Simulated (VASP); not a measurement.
# Pb in VASP: single point with PBE

Aim: the single point of Pb with PBE.

All numbers are computed with VASP 6.6.1; they aren't measurements. Logs are shortened: lines on timing, memory, paths and dates and some standing lists are left out, and cuts for length are marked.

## Step 1: The cell of the first run

The cell holds a slab with vacuum, 8 atoms: a = 7.130 Å, b = 7.130 Å, c = 18.123 Å, α = 90.00°, β = 90.00°, γ = 120.00°.

## Step 2: Single point, PBE

INCAR reads:

```
ALGO = Normal
DIPOL = 0.5 0.5 0.293
EDIFF = 1E-6
ENCUT = 400
GGA = PE
GGA_COMPAT = F
IDIPOL = 3
ISIF = 2
ISMEAR = 0
LASPH = T
LCHARG = F
LDIPOL = T
LREAL = F
LWAVE = F
NBANDS = 66
NELM = 120
NELMDL = -8
PREC = Accurate
SIGMA = 0.1
```

KPOINTS reads:

```
k-points
0
Gamma
  6 6 1
```

POSCAR reads:

```
Pb
1.0
    7.1295023335      0.0000000000      0.0000000000
   -3.5647511668      6.1743301372      0.0000000000
    0.0000000000      0.0000000000     18.1234889141
Pb
8
Direct
    0.3333333333      0.1666666667      0.2207080557
    0.3333333333      0.6666666667      0.2207080557
    0.8333333333      0.1666666667      0.2207080557
    0.8333333333      0.6666666667      0.2207080557
    0.1666666667      0.3333333333      0.3654643400
    0.1666666667      0.8333333333      0.3654643400
    0.6666666667      0.3333333333      0.3654643400
    0.6666666667      0.8333333333      0.3654643400
```

Potentials or basis: VASP PAW PBE potentials, release 64 (Pb_d).

Started as:

```console
cat potpaw_PBE.64/Pb_d/POTCAR > POTCAR
mpirun -np 1 vasp_std > vasp.out
```

OUTCAR:

```text
EDIFF = 1E-6
   ENCUT = 400
   GGA = PE
   ISIF = 2
   ISMEAR = 0
   LASPH = T
   LREAL = F
   NELM = 120
   NELMDL = -8
   PREC = Accurate

 ion  position               nearest neighbor table
   1  0.333  0.167  0.221-   5 3.33   7 3.33   6 3.33   3 3.56   3 3.56   4 3.56   4 3.56   2 3.56
                             2 3.56
   2  0.333  0.667  0.221-   6 3.33   8 3.33   5 3.33   4 3.56   4 3.56   3 3.56   3 3.56   1 3.56
                             1 3.56
   3  0.833  0.167  0.221-   7 3.33   5 3.33   8 3.33   1 3.56   1 3.56   2 3.56   2 3.56   4 3.56
                             4 3.56
   4  0.833  0.667  0.221-   8 3.33   6 3.33   7 3.33   2 3.56   2 3.56   1 3.56   1 3.56   3 3.56
                             3 3.56
   5  0.167  0.333  0.365-   1 3.33   3 3.33   2 3.33   7 3.56   7 3.56   8 3.56   8 3.56   6 3.56
                             6 3.56
   6  0.167  0.833  0.365-   2 3.33   4 3.33   1 3.33   8 3.56   8 3.56   7 3.56   7 3.56   5 3.56
                             5 3.56
   7  0.667  0.333  0.365-   3 3.33   1 3.33   4 3.33   5 3.56   5 3.56   6 3.56   6 3.56   8 3.56
                             8 3.56
   8  0.667  0.833  0.365-   4 3.33   2 3.33   3 3.33   6 3.56   6 3.56   5 3.56   5 3.56   7 3.56
                             7 3.56

  LATTYP: Found a hexagonal cell.
 ALAT       =     7.1295023335
 C/A-ratio  =     2.5420412346

  Lattice vectors:

 A1 = (   7.1295023335,   0.0000000000,   0.0000000000)
 A2 = (  -3.5647511668,   6.1743301372,   0.0000000000)
 A3 = (   0.0000000000,   0.0000000000,  18.1234889141)

Analysis of symmetry for initial positions (statically):
=====================================================================
 Subroutine PRICEL returns following result:

  LATTYP: Found a hexagonal cell.
 ALAT       =     3.5647511667
 C/A-ratio  =     5.0840824692

  Lattice vectors:

 A1 = (   3.5647511667,   0.0000000000,   0.0000000000)
 A2 = (  -1.7823755834,   3.0871650686,   0.0000000000)
 A3 = (   0.0000000000,   0.0000000000,  18.1234889141)

   4 primitive cells build up your supercell.

 Routine SETGRP: Setting up the symmetry group for a
 hexagonal supercell.

 Subroutine GETGRP returns: Found 12 space group operations
 (whereof  6 operations were pure point group operations)
 out of a pool of 24 trial point group operations.

The static configuration has the point symmetry C_3v.
 The point group associated with its full space group is D_3d.

Analysis of symmetry for dynamics (positions and initial velocities):
=====================================================================
 Subroutine PRICEL returns following result:

  LATTYP: Found a hexagonal cell.
 ALAT       =     3.5647511667
 C/A-ratio  =     5.0840824692

  Lattice vectors:

 A1 = (   3.5647511667,   0.0000000000,   0.0000000000)
 A2 = (  -1.7823755834,   3.0871650686,   0.0000000000)
 A3 = (   0.0000000000,   0.0000000000,  18.1234889141)

   4 primitive cells build up your supercell.

 Routine SETGRP: Setting up the symmetry group for a
 hexagonal supercell.

 Subroutine GETGRP returns: Found 12 space group operations
 (whereof  6 operations were pure point group operations)
 out of a pool of 24 trial point group operations.

The dynamic configuration has the point symmetry C_3v.
 The point group associated with its full space group is D_3d.

 Subroutine INISYM returns: Found 12 space group operations
 (whereof  6 operations are pure point group operations),
 and found     4 'primitive' translations

----------------------------------------------------------------------------------------

                                     Primitive cell

  volume of cell :     199.4485

  direct lattice vectors                    reciprocal lattice vectors
     3.564751167  0.000000000  0.000000000     0.280524489  0.161960889  0.000000000
    -1.782375583  3.087165069  0.000000000     0.000000000  0.323921779  0.000000000
     0.000000000  0.000000000 18.123488914     0.000000000  0.000000000  0.055177014

  length of vectors
     3.564751167  3.564751167 18.123488914     0.323921779  0.323921779  0.055177014

  position of ions in fractional coordinates (direct lattice)
     0.666666667  0.333333333  0.220708056
     0.333333333  0.666666667  0.365464340

  ion indices of the primitive-cell ions
   primitive index   ion index
                 1           1
                 2           5

----------------------------------------------------------------------------------------

 KPOINTS: k-points

Automatic generation of k-mesh.
 Grid dimensions read from file:
 generate k-points for:    6    6    1

 Generating k-lattice:

  Cartesian coordinates                     Fractional coordinates (reciprocal lattice)
     0.023377041  0.013496741  0.000000000     0.166666667  0.000000000  0.000000000
     0.000000000  0.026993482  0.000000000     0.000000000  0.166666667  0.000000000
     0.000000000  0.000000000  0.055177014     0.000000000  0.000000000  1.000000000

  Length of vectors
     0.026993482  0.026993482  0.055177014

  Shift w.r.t. Gamma in fractional coordinates (k-lattice)
     0.000000000  0.000000000  0.000000000

 Subroutine IBZKPT returns following result:
 ===========================================

 Found      7 irreducible k-points:

 Following reciprocal coordinates:
            Coordinates               Weight
  0.000000  0.000000  0.000000      1.000000
  0.166667  0.000000  0.000000      6.000000
  0.333333 -0.000000  0.000000      6.000000
  0.500000  0.000000  0.000000      3.000000
  0.166667  0.166667  0.000000      6.000000
  0.333333  0.166667  0.000000     12.000000
  0.333333  0.333333  0.000000      2.000000
   k-points           NKPTS =      7   k-points in BZ     NKDIM =      7   number of bands    NBANDS=     66
   number of dos      NEDOS =    301   number of ions     NIONS =      8
   total plane-waves  NPLWV = 276480
   dimension x,y,z NGX =    48 NGY =   48 NGZ =  120
   dimension x,y,z NGXF=    96 NGYF=   96 NGZF=  240
   ions per type =               8
   NGX,Y,Z   is equivalent  to a cutoff of  11.19, 11.19, 11.01 a.u.
   NGXF,Y,Z  is equivalent  to a cutoff of  22.39, 22.39, 22.02 a.u.
 SYSTEM =  unknown system
   PREC   = accura    normal or accurate (medium, high low for compatibility)
   ISTART =      0    job   : 0-new  1-cont  2-samecut
   ICHARG =      2    charge: 1-file 2-atom 10-const
   ISPIN  =      1    spin polarized calculation?
   LNONCOLLINEAR =      F non collinear calculations
   LSORBIT =      F    spin-orbit coupling
   LASPH  =      T    aspherical Exc in radial PAW
   ENCUT  =  400.0 eV  29.40 Ry    5.42 a.u.  11.63 11.63 29.55*2*pi/ulx,y,z
   NELM   =    120;   NELMIN=  2; NELMDL= -8     # of ELM steps
   EDIFF  = 0.1E-05   stopping-criterion for ELM
   LREAL  =      F    real-space projection
   EDIFFG = 0.1E-04   stopping-criterion for IOM
   NSW    =      0    number of steps for IOM
   IBRION =     -1    ionic relax: 0-MD 1-quasi-New 2-CG
   NFREE  =      0    steps in history (QN), initial steepest desc. (CG)
   ISIF   =      2    stress and relaxation
   ISYM   =      2    0-nonsym 1-usesym 2-fastsym
   POTIM  = 0.5000    time-step for ionic-motion
   TEBEG  =    0.0;   TEEND  =   0.0 temperature during run
   PSTRESS=    0.0 pullay stress
   NELECT =     112.0000    total number of electrons
   NUPDOWN=      -1.0000    fix difference up-down
   EMIN   =  10.00;   EMAX   =-10.00  energy-range for DOS
   EFERMI =   0.00;   METHOD = LEGACY
   ISMEAR =     0;   SIGMA  =   0.10  broadening in eV -4-tet -1-fermi 0-gaus
   EFERMI_NEDOS =   21; number of points for ismear=-14 and -15
   IALGO  =     38    algorithm
   IMIX   =      4    mixing-type and parameters
     AMIX     =   0.40;   BMIX     =  1.00
     AMIX_MAG =   1.60;   BMIX_MAG =  1.00
  volume/ion in A,a.u.               =      99.72       672.97
  Fermi-wavevector in a.u.,A,eV,Ry     =   0.850845  1.607864  9.849768  0.723938
  Thomas-Fermi vector in A             =   1.966886
   LORBIT       =      0    0 simple, 1 ext, 2 COOP (PROOUT), +10 PAW based schemes
   GGA     = PE    functional components
   LHFCALC =     F    Hartree Fock is set to
   AEXX    =    0.0000 exact exchange contribution
   IVDW    =     0    specifies the selected vdW correction
   LEPSILON=     F    determine dielectric tensor
   LRPA    =     F    only Hartree local field effects (RPA)
 non-spin polarized calculation
 Gauss-broadening in eV      SIGMA  =   0.10
  energy-cutoff  :      400.00
  volume of cell :      797.79
 maximum number of plane-waves:     14549
 NGX is ok and might be reduce to    48
   NGX = 23   NGY = 23   NGZ = 59

 dipolmoment           0.000000      0.000000      0.000108 electrons x Angstroem

 number of electron     111.9999993 magnetization

 dipolmoment           0.000000      0.000000     -0.000005 electrons x Angstroem

 Free energy of the ion-electron system (eV)
  ---------------------------------------------------
  ext. energy  EPLUGINS =         0.00000000
  ---------------------------------------------------
  free energy    TOTEN  =       -27.35906220 eV

  energy without entropy =      -27.32836565  energy(sigma->0) =      -27.34371392

 E-fermi :  -0.3450     XC(G=0):  -3.8985

 val. band max:       -0.3580445416   @ k =   0.3333   0.3333   0.0000
 cond. band min:      -0.3026335665   @ k =   0.1667   0.1667   0.0000
 fundamental gap:      0.0554109750
 Fermi energy:        -0.3450053807

 k-point     1 :       0.0000    0.0000    0.0000
  band No.  band energies     occupation
      1     -17.5304      2.00000
      2     -17.5304      2.00000
      3     -17.5304      2.00000
      4     -17.4508      2.00000
      5     -17.4508      2.00000
      6     -17.4508      2.00000
[... 58 lines left out ...]
     65       2.2771      0.00000
     66       2.8845      0.00000

 k-point     2 :       0.1667    0.0000    0.0000
  band No.  band energies     occupation
      1     -17.5245      2.00000
      2     -17.5155      2.00000
      3     -17.5155      2.00000
      4     -17.4489      2.00000
      5     -17.4489      2.00000
      6     -17.4486      2.00000
[... 403 lines left out ...]
     65       2.4724      0.00000
     66       2.4744      0.00000

------------------------ aborting loop because EDIFF is reached ----------------------------------------

 vacuum level on the upper side and lower side of the slab       (xc-potential included)        -0.136        -0.137

  FORCE on cell =-STRESS in cart. coord.  units (eV):
  Direction    XX          YY          ZZ          XY          YZ          ZX
  --------------------------------------------------------------------------------------
  -------------------------------------------------------------------------------------
  Total       -1.2137315     -1.2137315      0.4812258      0.0000000      0.0000000      0.0000000
  in kB       -2.4374871     -2.4374871      0.9664260      0.0000000      0.0000000      0.0000000
  external PRESSURE =      -1.3028494 kB  Pullay stress =       0.0000000 kB

 VOLUME and BASIS-vectors are now :
 -----------------------------------------------------------------------------
  energy-cutoff  :      400.00
  volume of cell :      797.79
      direct lattice vectors                 reciprocal lattice vectors
     7.129502333  0.000000000  0.000000000     0.140262245  0.080980445  0.000000000
    -3.564751167  6.174330137  0.000000000     0.000000000  0.161960889  0.000000000
     0.000000000  0.000000000 18.123488914     0.000000000  0.000000000  0.055177014

 POSITION                                       TOTAL-FORCE (eV/Angst)
 -----------------------------------------------------------------------------------
      1.78238      1.02906      4.00000         0.000000      0.000000     -0.059960
     -0.00000      4.11622      4.00000        -0.000000     -0.000000     -0.059960
      5.34713      1.02906      4.00000        -0.000000      0.000000     -0.059960
      3.56475      4.11622      4.00000        -0.000000      0.000000     -0.059960
      0.00000      2.05811      6.62349         0.000000     -0.000000      0.059960
     -1.78238      5.14528      6.62349         0.000000     -0.000000      0.059960
      3.56475      2.05811      6.62349         0.000000      0.000000      0.059960
      1.78238      5.14528      6.62349        -0.000000     -0.000000      0.059960
 -----------------------------------------------------------------------------------
    total drift:                               -0.000001     -0.000001      0.000060

  FREE ENERGIE OF THE ION-ELECTRON SYSTEM (eV)
  ---------------------------------------------------
  free  energy   TOTEN  =       -27.3590621970 eV

  energy  without entropy=      -27.3283656479  energy(sigma->0) =      -27.34371392

 vacuum level on the upper side and lower side of the slab         3.264         3.263
```

Run time: 15 min. Hardware: 1 thread of Intel Xeon 8259CL, shared host; peak memory 0.62 GiB.

What came out:

```
Free energy            : -27.3591 eV
Largest force          : 0.060 eV/Å
Band gap on the k mesh : zero (bands 56 and 57 overlap by 1.56 eV)
```

Forces on the atoms (eV/Å):
```
Pb   0.000  0.000 -0.060
Pb   0.000  0.000 -0.060
Pb   0.000  0.000 -0.060
Pb   0.000  0.000 -0.060
Pb   0.000  0.000  0.060
Pb   0.000  0.000  0.060
Pb   0.000  0.000  0.060
Pb   0.000  0.000  0.060
```

Levels at points of the mesh, in eV from the Fermi level:
```tsv
k point	band 53	band 54	band 55	band 56	band 57	band 58
(0.00, 0.00, 0.00)	-2.29	-2.29	-2.29	1.17	1.17	1.17
(0.50, 0.00, 0.00)	-1.38	-1.38	-0.28	-0.28	-0.18	-0.18
```

Caveat: spin-orbit coupling is left out, which moves the levels of the heavy elements.

The gap in the log of VASP goes by the Fermi energy; the results here count the filled bands.